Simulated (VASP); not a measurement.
# InSb (Fmmm) in VASP: a series of runs

InSb is run at these levels: PBE; tasks: single point.

Program: VASP 6.6.1. These are calculated values, not measurements. Logs are shortened: lines on timing, memory, paths and dates and some standing lists are left out, and cuts for length are marked.

### Step 1. The cell of the first run

Symmetry: Fmmm, No. 69, orthorhombic system. The conventional cell has a = 5.228 Å, b = 6.386 Å, c = 6.837 Å, α = 90.00°, β = 90.00°, γ = 90.00°. Within 3.4 Å of In (site symmetry mmm) lie 4 Sb at 2.61 to 3.19 Å. Within 3.4 Å of Sb (site symmetry mmm) lie 4 In at 2.61 to 3.19 Å.

### Step 2. Single point, PBE

INCAR reads:

```
  ALGO = Normal
  EDIFF = 1E-6
  ENCUT = 520
  GGA = PE
  ISIF = 2
  ISMEAR = 0
  LASPH = True
  LCHARG = False
  LREAL = False
  LWAVE = False
  NBANDS = 16
  NELM = 60
  PREC = Accurate
  SIGMA = 0.15
```

KPOINTS reads:

```
k-points
0
Gamma
  12 12 12
```

POSCAR reads:

```
InSb
1.0
    0.0000000000      3.4186818281      2.6139062282
    3.1929633374      0.0000000000      2.6139062282
    3.1929633374      3.4186818281      0.0000000000
In Sb
1 1
Direct
    0.0000000000      0.0000000000      0.0000000000
    0.5000000000      0.5000000000      0.5000000000
```

Potentials or basis: VASP PAW PBE potentials, release 64 (In_d, Sb).

Launch:

```sh
$ cat potpaw_PBE.64/In_d/POTCAR potpaw_PBE.64/Sb/POTCAR > POTCAR
$ mpirun -np 1 vasp_std > vasp.out
```

OUTCAR:

```text
EDIFF = 1E-6
   ENCUT = 520
   GGA = PE
   ISIF = 2
   ISMEAR = 0
   LASPH = True
   LREAL = False
   NELM = 60
   PREC = Accurate

 ion  position               nearest neighbor table
   1  0.000  0.000  0.000-   2 2.61   2 2.61   2 3.19   2 3.19   2 3.42   2 3.42
   2  0.500  0.500  0.500-   1 2.61   1 2.61   1 3.19   1 3.19   1 3.42   1 3.42

  LATTYP: Found a face centered orthorhombic cell.
 ALAT       =     5.2278124564
 B/A-ratio  =     1.2215294118
 C/A-ratio  =     1.3078823529

  Lattice vectors:

 A1 = (   3.1929633374,   3.4186818281,   0.0000000000)
 A2 = (   0.0000000000,   3.4186818281,   2.6139062282)
 A3 = (   3.1929633374,   0.0000000000,   2.6139062282)

Analysis of symmetry for initial positions (statically):
=====================================================================
 Subroutine PRICEL returns:
 Original cell was already a primitive cell.

 Routine SETGRP: Setting up the symmetry group for a
 face centered orthorhombic supercell.

 Subroutine GETGRP returns: Found  8 space group operations
 (whereof  8 operations were pure point group operations)
 out of a pool of  8 trial point group operations.

The static configuration has the point symmetry D_2h.

Analysis of symmetry for dynamics (positions and initial velocities):
=====================================================================
 Subroutine PRICEL returns:
 Original cell was already a primitive cell.

 Routine SETGRP: Setting up the symmetry group for a
 face centered orthorhombic supercell.

 Subroutine GETGRP returns: Found  8 space group operations
 (whereof  8 operations were pure point group operations)
 out of a pool of  8 trial point group operations.

The dynamic configuration has the point symmetry D_2h.

 Subroutine INISYM returns: Found  8 space group operations
 (whereof  8 operations are pure point group operations),
 and found     1 'primitive' translations

----------------------------------------------------------------------------------------

                                     Primitive cell

  volume of cell :      57.0654

  direct lattice vectors                    reciprocal lattice vectors
     0.000000000  3.418681828  2.613906228    -0.156594344  0.146255202  0.191284597
     3.192963337  0.000000000  2.613906228     0.156594344 -0.146255202  0.191284597
     3.192963337  3.418681828  0.000000000     0.156594344  0.146255202 -0.191284597

[... 75 lines left out ...]
   ISTART =      0    job   : 0-new  1-cont  2-samecut
   ICHARG =      2    charge: 1-file 2-atom 10-const
   ISPIN  =      1    spin polarized calculation?
   LNONCOLLINEAR =      F non collinear calculations
   LSORBIT =      F    spin-orbit coupling
   LASPH  =      T    aspherical Exc in radial PAW
   ENCUT  =  520.0 eV  38.22 Ry    6.18 a.u.   8.00  7.67  8.70*2*pi/ulx,y,z
   NELM   =     60;   NELMIN=  2; NELMDL= -5     # of ELM steps
   EDIFF  = 0.1E-05   stopping-criterion for ELM
   LREAL  =      F    real-space projection
   EDIFFG = 0.1E-04   stopping-criterion for IOM
   NSW    =      0    number of steps for IOM
   IBRION =     -1    ionic relax: 0-MD 1-quasi-New 2-CG
   NFREE  =      0    steps in history (QN), initial steepest desc. (CG)
   ISIF   =      2    stress and relaxation
   ISYM   =      2    0-nonsym 1-usesym 2-fastsym
   POTIM  = 0.5000    time-step for ionic-motion
   TEBEG  =    0.0;   TEEND  =   0.0 temperature during run
   PSTRESS=    0.0 pullay stress
   NELECT =      18.0000    total number of electrons
   NUPDOWN=      -1.0000    fix difference up-down
   EMIN   =  10.00;   EMAX   =-10.00  energy-range for DOS
   EFERMI =   0.00;   METHOD = LEGACY
   ISMEAR =     0;   SIGMA  =   0.15  broadening in eV -4-tet -1-fermi 0-gaus
   EFERMI_NEDOS =   21; number of points for ismear=-14 and -15
   IALGO  =     38    algorithm
   IMIX   =      4    mixing-type and parameters
     AMIX     =   0.40;   BMIX     =  1.00
     AMIX_MAG =   1.60;   BMIX_MAG =  1.00
  volume/ion in A,a.u.               =      28.53       192.55
  Fermi-wavevector in a.u.,A,eV,Ry     =   1.114401  2.105912 16.896931  1.241889
  Thomas-Fermi vector in A             =   2.250995
   LORBIT       =      0    0 simple, 1 ext, 2 COOP (PROOUT), +10 PAW based schemes
   GGA     = PE    functional components
   LHFCALC =     F    Hartree Fock is set to
   AEXX    =    0.0000 exact exchange contribution
   IVDW    =     0    specifies the selected vdW correction
   LEPSILON=     F    determine dielectric tensor
   LRPA    =     F    only Hartree local field effects (RPA)
 non-spin polarized calculation
 Gauss-broadening in eV      SIGMA  =   0.15
  energy-cutoff  :      520.00
  volume of cell :       57.07
 maximum number of plane-waves:      1560
   NGX = 17   NGY = 15   NGZ = 17

 number of electron      17.9999999 magnetization

 Free energy of the ion-electron system (eV)
  ---------------------------------------------------
  ext. energy  EPLUGINS =         0.00000000
  ---------------------------------------------------
  free energy    TOTEN  =        -5.86002510 eV

  energy without entropy =       -5.84695282  energy(sigma->0) =       -5.85348896

 E-fermi :   6.7939     XC(G=0):  -9.7218

 val. band max:        6.7931880741   @ k =  -0.3333   0.2500   0.0833
 cond. band min:       6.8231505236   @ k =   0.2500   0.0000   0.0000
 fundamental gap:      0.0299624495
 Fermi energy:         6.7939449047

 k-point     1 :       0.0000    0.0000    0.0000
  band No.  band energies     occupation
      1      -8.1611      2.00000
      2      -7.9340      2.00000
      3      -7.9227      2.00000
      4      -7.8590      2.00000
      5      -7.8137      2.00000
      6      -4.3463      2.00000
[... 433 lines left out ...]
      3      -7.9080      2.00000
      4      -7.8340      2.00000
      5      -7.8221      2.00000
      6      -2.4742      2.00000
[... 8 lines left out ...]
     15      16.4710      0.00000
     16      16.9798      0.00000

 [... further k-points ...]
[... 5 lines left out ...]
  --------------------------------------------------------------------------------------
  -------------------------------------------------------------------------------------
  Total       -0.5184737     -1.2733410     10.8499235      0.0000000      0.0000000      0.0000000
  in kB      -14.5567587    -35.7505459    304.6243689      0.0000000      0.0000000      0.0000000
  external PRESSURE =      84.7723547 kB  Pullay stress =       0.0000000 kB

 VOLUME and BASIS-vectors are now :
 -----------------------------------------------------------------------------
  energy-cutoff  :      520.00
  volume of cell :       57.07
      direct lattice vectors                 reciprocal lattice vectors
     0.000000000  3.418681828  2.613906228    -0.156594344  0.146255202  0.191284597
     3.192963337  0.000000000  2.613906228     0.156594344 -0.146255202  0.191284597
     3.192963337  3.418681828  0.000000000     0.156594344  0.146255202 -0.191284597

 POSITION                                       TOTAL-FORCE (eV/Angst)
 -----------------------------------------------------------------------------------
      0.00000      0.00000      0.00000         0.000000      0.000000      0.000000
      3.19296      3.41868      2.61391         0.000000     -0.000000      0.000000
 -----------------------------------------------------------------------------------
    total drift:                                0.000000     -0.000000     -0.000000

  FREE ENERGIE OF THE ION-ELECTRON SYSTEM (eV)
  ---------------------------------------------------
  free  energy   TOTEN  =        -5.8600251014 eV

  energy  without entropy=       -5.8469528242  energy(sigma->0) =       -5.85348896
```

It took 3.2 min on 1 thread of AMD EPYC 7R13 (Zen 3), shared host; peak memory 0.36 GiB.

Results:

```
Free energy            : -5.8600 eV
Pressure               : 8.5 GPa
Band gap on the k mesh : zero (band 9 reaches 7.48 eV, above the bottom of band 10 at 4.30 eV)
```

Levels at points of the mesh, in eV from the Fermi level:
| k point | band 5 | band 6 | band 7 | band 8 | band 9 | band 10 | band 11 | band 12 | band 13 | band 14 |
| --- | --- | --- | --- | --- | --- | --- | --- | --- | --- | --- |
| (0.00, 0.00, 0.00) | -14.61 | -11.14 | -1.71 | 0.12 | 0.57 | 0.74 | 3.73 | 4.71 | 5.87 | 6.34 |
| (0.50, 0.00, 0.00) | -14.61 | -9.44 | -6.74 | -0.28 | 0.31 | 1.21 | 1.82 | 4.85 | 4.95 | 9.14 |
| (0.50, 0.50, 0.00) | -14.61 | -7.85 | -4.55 | -3.80 | -3.22 | -2.50 | 2.68 | 7.11 | 8.86 | 9.76 |
| (0.50, 0.00, 0.50) | -14.60 | -9.56 | -4.51 | -2.82 | -1.82 | -0.52 | 3.94 | 5.70 | 8.80 | 10.06 |
| (0.00, 0.50, 0.50) | -14.60 | -8.93 | -4.64 | -3.33 | -2.53 | -0.38 | 3.81 | 4.69 | 9.11 | 9.18 |

Caveat: the cell differs from its parent crystal (strain +e along x and -e along y -0.0367, strain +e along z and -e/2 along x and y -0.1500); spin-orbit coupling is left out, which moves the levels of the heavy elements.

### Step 3. Single point, PBE

This run uses another cell than the first one, of the same volume but with other edges.

INCAR reads:

```
PREC     = Accurate       # precision mode
ENCUT    = 520            # plane-wave cutoff, eV
EDIFF    = 1E-7           # SCF threshold, eV
ISMEAR   = 0              # smearing method
SIGMA    = 0.15           # smearing width, eV
LREAL    = F              # projectors in reciprocal space
LASPH    = T              # aspherical terms in the spheres
NELM     = 100            # most SCF steps
ALGO     = Normal         # electronic algorithm
ISIF     = 2              # what is computed and relaxed
LWAVE    = F              # write WAVECAR
LCHARG   = T              # write CHGCAR
GGA      = PE             # functional
LELF     = T              # ELF
LVHAR    = T            
NBANDS   = 16             # bands
```

KPOINTS reads:

```
Automatic mesh
0
Gamma
  12 12 12
```

POSCAR reads:

```
InSb
1.0
    0.0000000000      2.9574042584      3.5364613676
    2.7316857677      0.0000000000      3.5364613676
    2.7316857677      2.9574042584      0.0000000000
In Sb
1 1
Direct
    0.0000000000      0.0000000000      0.0000000000
    0.5000000000      0.5000000000      0.5000000000
```

Potentials or basis: VASP PAW PBE potentials, release 64 (In_d, Sb).

Launch:

```sh
$ cat potpaw_PBE.64/In_d/POTCAR potpaw_PBE.64/Sb/POTCAR > POTCAR
$ mpirun -np 1 vasp_std > vasp.out
```

Wall time 16 min (1 thread of AMD EPYC 7R13 (Zen 3), shared host); peak memory 0.37 GiB.

It converged, with:

```
Free energy            : -6.1628 eV
Pressure               : 6.4 GPa
Band gap on the k mesh : zero (band 9 reaches 7.64 eV, above the bottom of band 10 at 4.80 eV)
```

Stress tensor (GPa, compression positive):
```
19.05  0.00  0.00
 0.00  4.49  0.00
 0.00  0.00 -4.34
```

Levels at points of the mesh, in eV from the Fermi level:
| k point | band 6 | band 7 | band 8 | band 9 | band 10 | band 11 | band 12 | band 13 |
| --- | --- | --- | --- | --- | --- | --- | --- | --- |
| (0.00, 0.00, 0.00) | -11.17 | -1.17 | -0.19 | 0.03 | 0.56 | 3.61 | 5.54 | 5.75 |
| (0.50, 0.00, 0.00) | -9.40 | -6.72 | -0.41 | 0.86 | 1.10 | 2.64 | 3.95 | 4.33 |
| (0.50, 0.50, 0.00) | -9.85 | -4.40 | -2.11 | -1.58 | -1.16 | 3.89 | 7.76 | 8.39 |
| (0.50, 0.00, 0.50) | -8.22 | -4.67 | -3.56 | -3.41 | -0.78 | 3.44 | 4.81 | 9.00 |
| (0.00, 0.50, 0.50) | -7.77 | -4.62 | -3.92 | -3.54 | -1.64 | 2.96 | 5.79 | 9.29 |

Caveat: the cell differs from its parent crystal (strain +e along x and -e along y -0.0367, strain +e along z and -e/2 along x and y +0.1500); spin-orbit coupling is left out, which moves the levels of the heavy elements.
